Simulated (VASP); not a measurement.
# SiNi in VASP: a series of runs

SiNi is run at these levels: PBE; tasks: single point.

Program: VASP 6.6.1. These are calculated values, not measurements. Logs are shortened: lines on timing, memory, paths and dates and some standing lists are left out, and cuts for length are marked.

## 1. The cell of the first run

The cell holds a slab with vacuum, 12 atoms: a = 3.055 Å, b = 3.258 Å, c = 27.651 Å, α = 90.00°, β = 90.00°, γ = 90.00°.

## 2. Single point, PBE

File INCAR:

```
PREC = Accurate
ENCUT = 520
EDIFF = 1E-7
ISMEAR = 0
SIGMA = 0.1
LREAL = False
LASPH = True
NELM = 60
ALGO = Fast
ISIF = 2
LWAVE = False
LCHARG = False
LDIPOL = True
IDIPOL = 3
DIPOL = 0.5 0.5 0.500
GGA = PE
NBANDS = 54
```

File KPOINTS:

```
Automatic mesh
0
Gamma
  11 11 1
```

File POSCAR:

```
SiNi
1.0
    3.0552835563      0.0000000000      0.0000000000
    0.0000000000      3.2583147307      0.0000000000
    0.0000000000      0.0000000000     27.6511424869
Si Ni
6 6
Direct
    0.0000000000      0.0000000000      0.2712365322
    0.5000000000      0.5000000000      0.3881345071
    0.0000000000      0.0000000000      0.4415510125
    0.5000000000      0.5000000000      0.5584489875
    0.0000000000      0.0000000000      0.6118654929
    0.5000000000      0.5000000000      0.7287634678
    0.5000000000      0.5000000000      0.3028279446
    0.0000000000      0.0000000000      0.3565430947
    0.5000000000      0.5000000000      0.4731424249
    0.0000000000      0.0000000000      0.5268575751
    0.5000000000      0.5000000000      0.6434569053
    0.0000000000      0.0000000000      0.6971720554
```

Potentials or basis: VASP PAW PBE potentials, release 64 (Si, Ni).

The run is started by

```bash
$ cat potpaw_PBE.64/Si/POTCAR potpaw_PBE.64/Ni/POTCAR > POTCAR
$ mpirun -np 1 vasp_std > vasp.out
```

OUTCAR:

```text
PREC = Accurate
   ENCUT = 520
   EDIFF = 1E-7
   ISMEAR = 0
   LREAL = False
   LASPH = True
   NELM = 60
   ISIF = 2
   GGA = PE

 ion  position               nearest neighbor table
   1  0.000  0.000  0.271-   8 2.36   7 2.40   7 2.40   7 2.40   7 2.40
   2  0.500  0.500  0.388-   9 2.35   7 2.36   8 2.40   8 2.40   8 2.40   8 2.40   3 2.68   3 2.68
                             3 2.68   3 2.68
   3  0.000  0.000  0.442-   8 2.35  10 2.36   9 2.40   9 2.40   9 2.40   9 2.40   2 2.68   2 2.68
                             2 2.68   2 2.68
   4  0.500  0.500  0.558-  11 2.35   9 2.36  10 2.40  10 2.40  10 2.40  10 2.40   5 2.68   5 2.68
                             5 2.68   5 2.68
   5  0.000  0.000  0.612-  10 2.35  12 2.36  11 2.40  11 2.40  11 2.40  11 2.40   4 2.68   4 2.68
                             4 2.68   4 2.68
   6  0.500  0.500  0.729-  11 2.36  12 2.40  12 2.40  12 2.40  12 2.40
   7  0.500  0.500  0.303-   2 2.36   1 2.40   1 2.40   1 2.40   1 2.40   8 2.68   8 2.68   8 2.68
                             8 2.68
   8  0.000  0.000  0.357-   3 2.35   1 2.36   2 2.40   2 2.40   2 2.40   2 2.40   7 2.68   7 2.68
                             7 2.68   7 2.68
   9  0.500  0.500  0.473-   2 2.35   4 2.36   3 2.40   3 2.40   3 2.40   3 2.40  10 2.68  10 2.68
                            10 2.68  10 2.68
  10  0.000  0.000  0.527-   5 2.35   3 2.36   4 2.40   4 2.40   4 2.40   4 2.40   9 2.68   9 2.68
                             9 2.68   9 2.68
  11  0.500  0.500  0.643-   4 2.35   6 2.36   5 2.40   5 2.40   5 2.40   5 2.40  12 2.68  12 2.68
                            12 2.68  12 2.68
  12  0.000  0.000  0.697-   5 2.36   6 2.40   6 2.40   6 2.40   6 2.40  11 2.68  11 2.68  11 2.68
                            11 2.68

  LATTYP: Found a simple orthorhombic cell.
 ALAT       =     3.0552835563
 B/A-ratio  =     1.0664524816
 C/A-ratio  =     9.0502704503

  Lattice vectors:

 A1 = (   3.0552835563,   0.0000000000,   0.0000000000)
 A2 = (   0.0000000000,   3.2583147307,   0.0000000000)
 A3 = (   0.0000000000,   0.0000000000,  27.6511424869)

Analysis of symmetry for initial positions (statically):
=====================================================================
 Subroutine PRICEL returns:
 Original cell was already a primitive cell.

 Routine SETGRP: Setting up the symmetry group for a
 simple orthorhombic supercell.

 Subroutine GETGRP returns: Found  8 space group operations
 (whereof  4 operations were pure point group operations)
 out of a pool of  8 trial point group operations.

The static configuration has the point symmetry C_2v.
 The point group associated with its full space group is D_2h.

Analysis of symmetry for dynamics (positions and initial velocities):
=====================================================================
 Subroutine PRICEL returns:
 Original cell was already a primitive cell.

 Routine SETGRP: Setting up the symmetry group for a
 simple orthorhombic supercell.

 Subroutine GETGRP returns: Found  8 space group operations
 (whereof  4 operations were pure point group operations)
 out of a pool of  8 trial point group operations.

The dynamic configuration has the point symmetry C_2v.
 The point group associated with its full space group is D_2h.

 Subroutine INISYM returns: Found  8 space group operations
 (whereof  4 operations are pure point group operations),
 and found     1 'primitive' translations

----------------------------------------------------------------------------------------

                                     Primitive cell

  volume of cell :     275.2692

  direct lattice vectors                    reciprocal lattice vectors
     3.055283556  0.000000000  0.000000000     0.327301863  0.000000000  0.000000000
     0.000000000  3.258314731  0.000000000     0.000000000  0.306907123  0.000000000
     0.000000000  0.000000000 27.651142487     0.000000000  0.000000000  0.036164871

  length of vectors
     3.055283556  3.258314731 27.651142487     0.327301863  0.306907123  0.036164871

  position of ions in fractional coordinates (direct lattice)
     0.000000000  0.000000000  0.271236532
     0.500000000  0.500000000  0.388134507
     0.000000000  0.000000000  0.441551012
     0.500000000  0.500000000  0.558448988
     0.000000000  0.000000000  0.611865493
     0.500000000  0.500000000  0.728763468
     0.500000000  0.500000000  0.302827945
     0.000000000  0.000000000  0.356543095
     0.500000000  0.500000000  0.473142425
     0.000000000  0.000000000  0.526857575
     0.500000000  0.500000000  0.643456905
     0.000000000  0.000000000  0.697172055

  ion indices of the primitive-cell ions
   primitive index   ion index
                 1           1
                 2           2
                 3           3
                 4           4
                 5           5
                 6           6
                 7           7
                 8           8
                 9           9
                10          10
                11          11
                12          12

----------------------------------------------------------------------------------------

 KPOINTS: Automatic mesh

Automatic generation of k-mesh.
 Grid dimensions read from file:
 generate k-points for:   11   11    1

 Generating k-lattice:

  Cartesian coordinates                     Fractional coordinates (reciprocal lattice)
     0.029754715  0.000000000  0.000000000     0.090909091  0.000000000  0.000000000
     0.000000000  0.027900648  0.000000000     0.000000000  0.090909091  0.000000000
     0.000000000  0.000000000  0.036164871     0.000000000  0.000000000  1.000000000

  Length of vectors
     0.029754715  0.027900648  0.036164871

  Shift w.r.t. Gamma in fractional coordinates (k-lattice)
     0.000000000  0.000000000  0.000000000

 Subroutine IBZKPT returns following result:
 ===========================================

 Found     36 irreducible k-points:

 Following reciprocal coordinates:
            Coordinates               Weight
  0.000000  0.000000  0.000000      1.000000
  0.090909  0.000000  0.000000      2.000000
  0.181818  0.000000  0.000000      2.000000
  0.272727  0.000000  0.000000      2.000000
  0.363636  0.000000  0.000000      2.000000
  0.454545  0.000000  0.000000      2.000000
[... 16 lines left out ...]
  0.363636  0.272727  0.000000      4.000000
  0.454545  0.272727  0.000000      4.000000
 [... further k-points ...]
   k-points           NKPTS =     36   k-points in BZ     NKDIM =     36   number of bands    NBANDS=     54
   number of dos      NEDOS =    301   number of ions     NIONS =     12
   total plane-waves  NPLWV = 120960
   dimension x,y,z NGX =    24 NGY =   24 NGZ =  210
   dimension x,y,z NGXF=    48 NGYF=   48 NGZF=  420
   ions per type =               6   6
   NGX,Y,Z   is equivalent  to a cutoff of  13.06, 12.25, 12.63 a.u.
   NGXF,Y,Z  is equivalent  to a cutoff of  26.12, 24.49, 25.25 a.u.
 SYSTEM =  unknown system
   PREC   = accura    normal or accurate (medium, high low for compatibility)
   ISTART =      0    job   : 0-new  1-cont  2-samecut
   ICHARG =      2    charge: 1-file 2-atom 10-const
   ISPIN  =      1    spin polarized calculation?
   LNONCOLLINEAR =      F non collinear calculations
   LSORBIT =      F    spin-orbit coupling
   LASPH  =      T    aspherical Exc in radial PAW
   ENCUT  =  520.0 eV  38.22 Ry    6.18 a.u.   5.68  6.06 51.41*2*pi/ulx,y,z
   NELM   =     60;   NELMIN=  2; NELMDL= -5     # of ELM steps
   EDIFF  = 0.1E-06   stopping-criterion for ELM
   LREAL  =      F    real-space projection
   EDIFFG = 0.1E-05   stopping-criterion for IOM
   NSW    =      0    number of steps for IOM
   IBRION =     -1    ionic relax: 0-MD 1-quasi-New 2-CG
   NFREE  =      0    steps in history (QN), initial steepest desc. (CG)
   ISIF   =      2    stress and relaxation
   ISYM   =      2    0-nonsym 1-usesym 2-fastsym
   POTIM  = 0.5000    time-step for ionic-motion
   TEBEG  =    0.0;   TEEND  =   0.0 temperature during run
   PSTRESS=    0.0 pullay stress
   NELECT =      84.0000    total number of electrons
   NUPDOWN=      -1.0000    fix difference up-down
   EMIN   =  10.00;   EMAX   =-10.00  energy-range for DOS
   EFERMI =   0.00;   METHOD = LEGACY
   ISMEAR =     0;   SIGMA  =   0.10  broadening in eV -4-tet -1-fermi 0-gaus
   EFERMI_NEDOS =   21; number of points for ismear=-14 and -15
   IALGO  =     68    algorithm
   IMIX   =      4    mixing-type and parameters
     AMIX     =   0.40;   BMIX     =  1.00
     AMIX_MAG =   1.60;   BMIX_MAG =  1.00
  volume/ion in A,a.u.               =      22.94       154.80
  Fermi-wavevector in a.u.,A,eV,Ry     =   1.102170  2.082800 16.528078  1.214779
  Thomas-Fermi vector in A             =   2.238609
   LORBIT       =      0    0 simple, 1 ext, 2 COOP (PROOUT), +10 PAW based schemes
   GGA     = PE    functional components
   LHFCALC =     F    Hartree Fock is set to
   AEXX    =    0.0000 exact exchange contribution
   IVDW    =     0    specifies the selected vdW correction
   LEPSILON=     F    determine dielectric tensor
   LRPA    =     F    only Hartree local field effects (RPA)
 non-spin polarized calculation
 RMM-DIIS sequential band-by-band and
 Gauss-broadening in eV      SIGMA  =   0.10
  energy-cutoff  :      520.00
  volume of cell :      275.27
 maximum number of plane-waves:      7462
 NGX is ok and might be reduce to    24
   NGX = 11   NGY = 13   NGZ =103

 number of electron      84.0000053 magnetization

 dipolmoment           0.000000      0.000000      0.000000 electrons x Angstroem

 Free energy of the ion-electron system (eV)
  ---------------------------------------------------
  ext. energy  EPLUGINS =         0.00000000
  ---------------------------------------------------
  free energy    TOTEN  =       -68.46541636 eV

  energy without entropy =      -68.43974309  energy(sigma->0) =      -68.45257973

 E-fermi :   3.4280     XC(G=0):  -7.1012

 val. band max:        3.4080797060   @ k =   0.1818   0.0909   0.0000
 cond. band min:       3.4295005043   @ k =   0.2727   0.1818   0.0000
 fundamental gap:      0.0214207983
 Fermi energy:         3.4280482903

 k-point     1 :       0.0000    0.0000    0.0000
  band No.  band energies     occupation
      1     -10.1265      2.00000
      2      -9.7511      2.00000
      3      -7.3757      2.00000
      4      -7.1148      2.00000
      5      -5.9764      2.00000
      6      -4.9291      2.00000
[... 46 lines left out ...]
     53       8.2968      0.00000
     54       8.3932      0.00000

 k-point     2 :       0.0909    0.0000    0.0000
  band No.  band energies     occupation
      1      -9.9984      2.00000
      2      -9.6257      2.00000
      3      -7.2458      2.00000
      4      -6.9896      2.00000
      5      -5.8584      2.00000
      6      -4.8265      2.00000
[... 46 lines left out ...]
     53       7.6552      0.00000
     54       8.5222      0.00000
[... 1195 lines left out ...]
     53       6.8216      0.00000
     54       7.3142      0.00000

 k-point    24 :       0.4545    0.2727    0.0000
  band No.  band energies     occupation
      1      -6.1696      2.00000
      2      -5.8567      2.00000
      3      -5.0236      2.00000
      4      -4.7382      2.00000
      5      -3.9134      2.00000
      6      -3.8484      2.00000
[... 46 lines left out ...]
     53       6.3644      0.00000
     54       6.8669      0.00000

 [... further k-points ...]

------------------------ aborting loop because EDIFF is reached ----------------------------------------

 vacuum level on the upper side and lower side of the slab       (xc-potential included)        -0.064        -0.064

  FORCE on cell =-STRESS in cart. coord.  units (eV):
  Direction    XX          YY          ZZ          XY          YZ          ZX
  --------------------------------------------------------------------------------------
  -------------------------------------------------------------------------------------
  Total       -5.1937920     -2.7551243     -0.2986014      0.0000000      0.0000000      0.0000000
  in kB      -30.2299553    -16.0359295     -1.7379802      0.0000000      0.0000000      0.0000000
  external PRESSURE =     -16.0012883 kB  Pullay stress =       0.0000000 kB

 VOLUME and BASIS-vectors are now :
 -----------------------------------------------------------------------------
  energy-cutoff  :      520.00
  volume of cell :      275.27
      direct lattice vectors                 reciprocal lattice vectors
     3.055283556  0.000000000  0.000000000     0.327301863  0.000000000  0.000000000
     0.000000000  3.258314731  0.000000000     0.000000000  0.306907123  0.000000000
     0.000000000  0.000000000 27.651142487     0.000000000  0.000000000  0.036164871

 POSITION                                       TOTAL-FORCE (eV/Angst)
 -----------------------------------------------------------------------------------
      0.00000      0.00000      7.50000         0.000000      0.000000      0.051513
      1.52764      1.62916     10.73236         0.000000      0.000000     -0.354018
      0.00000      0.00000     12.20939         0.000000      0.000000     -0.051440
      1.52764      1.62916     15.44175         0.000000      0.000000      0.051440
      0.00000      0.00000     16.91878         0.000000      0.000000      0.354018
      1.52764      1.62916     20.15114         0.000000      0.000000     -0.051513
      1.52764      1.62916      8.37354         0.000000      0.000000     -0.046391
      0.00000      0.00000      9.85882         0.000000      0.000000      0.296327
      1.52764      1.62916     13.08293         0.000000      0.000000      0.094985
      0.00000      0.00000     14.56821         0.000000      0.000000     -0.094985
      1.52764      1.62916     17.79232         0.000000      0.000000     -0.296327
      0.00000      0.00000     19.27760         0.000000      0.000000      0.046391
 -----------------------------------------------------------------------------------
    total drift:                                0.000000     -0.000000      0.000000

  FREE ENERGIE OF THE ION-ELECTRON SYSTEM (eV)
  ---------------------------------------------------
  free  energy   TOTEN  =       -68.4654163630 eV

  energy  without entropy=      -68.4397430909  energy(sigma->0) =      -68.45257973

 vacuum level on the upper side and lower side of the slab         7.939         7.939
```

Run time: 11 min. Hardware: 1 thread of Oxide Virtual Turin-like, shared host; peak memory 0.56 GiB.

Results:

- Free energy: -68.4654 eV
- Largest force: 0.354 eV/Å
- Band gap on the k mesh: zero (bands 42 and 43 overlap by 1.36 eV)

Forces in eV/Å, atoms in the order of the input:
```
Si   0.000  0.000  0.052
Si   0.000  0.000 -0.354
Si   0.000  0.000 -0.051
Si   0.000  0.000  0.051
Si   0.000  0.000  0.354
Si   0.000  0.000 -0.052
Ni   0.000  0.000 -0.046
Ni   0.000  0.000  0.296
Ni   0.000  0.000  0.095
Ni   0.000  0.000 -0.095
Ni   0.000  0.000 -0.296
Ni   0.000  0.000  0.046
```

Levels at points of the mesh, in eV from the Fermi level:
| k point | band 40 | band 41 | band 42 | band 43 | band 44 | band 45 |
| --- | --- | --- | --- | --- | --- | --- |
| (0.00, 0.00, 0.00) | 0.22 | 0.40 | 0.95 | 1.71 | 1.82 | 2.30 |

## 3. Single point, PBE

File INCAR:

```
SYSTEM = SiNi
PREC     = Accurate       ! precision mode
ENCUT    = 520            ! plane-wave cutoff, eV
EDIFF    = 1E-7           ! SCF threshold, eV
ISMEAR   = 0              ! smearing method
SIGMA    = 0.1            ! smearing width, eV
LREAL    = .False.        ! projectors in reciprocal space
LASPH    = .True.         ! aspherical terms in the spheres
NELM     = 60             ! most SCF steps
ALGO     = Fast           ! electronic algorithm
ISIF     = 2              ! what is computed and relaxed
LWAVE    = .False.        ! write WAVECAR
LCHARG   = .False.        ! write CHGCAR
LDIPOL   = .True.       
IDIPOL   = 3            
DIPOL    = 0.5 0.5 0.500
GGA      = PE             ! functional
NBANDS   = 54             ! bands
```

File KPOINTS:

```
Automatic mesh
0
Gamma
  11 11 1
  0 0 0
```

File POSCAR:

```
SiNi
1.0
    3.0552835563      0.0000000000      0.0000000000
    0.0000000000      3.2583147307      0.0000000000
    0.0000000000      0.0000000000     27.6511424869
Si Ni
6 6
Direct
    0.0000000000      0.0000000000      0.2716094251
    0.5000000000      0.5000000000      0.3872819996
    0.0000000000      0.0000000000      0.4415672620
    0.5000000000      0.5000000000      0.5584327355
    0.0000000000      0.0000000000      0.6127179995
    0.5000000000      0.5000000000      0.7283905751
    0.5000000000      0.5000000000      0.3025309558
    0.0000000000      0.0000000000      0.3572848774
    0.5000000000      0.5000000000      0.4731986972
    0.0000000000      0.0000000000      0.5268013000
    0.5000000000      0.5000000000      0.6427151242
    0.0000000000      0.0000000000      0.6974690485
```

Potentials or basis: VASP PAW PBE potentials, release 64 (Si, Ni).

The run is started by

```bash
$ cat potpaw_PBE.64/Si/POTCAR potpaw_PBE.64/Ni/POTCAR > POTCAR
$ mpirun -np 1 vasp_std > vasp.out
```

Run time: 11 min. Hardware: 1 thread of Oxide Virtual Turin-like, shared host; peak memory 0.56 GiB.

Results (log left out):

```
Free energy            : -68.4803 eV
Largest force          : 0.016 eV/Å
Band gap on the k mesh : zero (bands 42 and 43 overlap by 1.31 eV)
```

Forces in eV/Å, atoms in the order of the input:
```
Si   0.000  0.000  0.000
Si   0.000  0.000  0.013
Si   0.000  0.000 -0.002
Si   0.000  0.000  0.002
Si   0.000  0.000 -0.013
Si   0.000  0.000  0.000
Ni   0.000  0.000 -0.009
Ni   0.000  0.000 -0.016
Ni   0.000  0.000  0.009
Ni   0.000  0.000 -0.009
Ni   0.000  0.000  0.016
Ni   0.000  0.000  0.009
```

Levels at points of the mesh, in eV from the Fermi level:
```
           k point  band 39  band 40  band 41  band 42  band 43  band 44  band 45  band 46
(0.00, 0.00, 0.00)    -0.44     0.26     0.39     0.98     1.72     1.78     2.30     2.62
```

Spin polarisation is off, so any magnetic state and its effect on volume and gap are missing.

The gap in the log of VASP goes by the Fermi energy; the results here count the filled bands.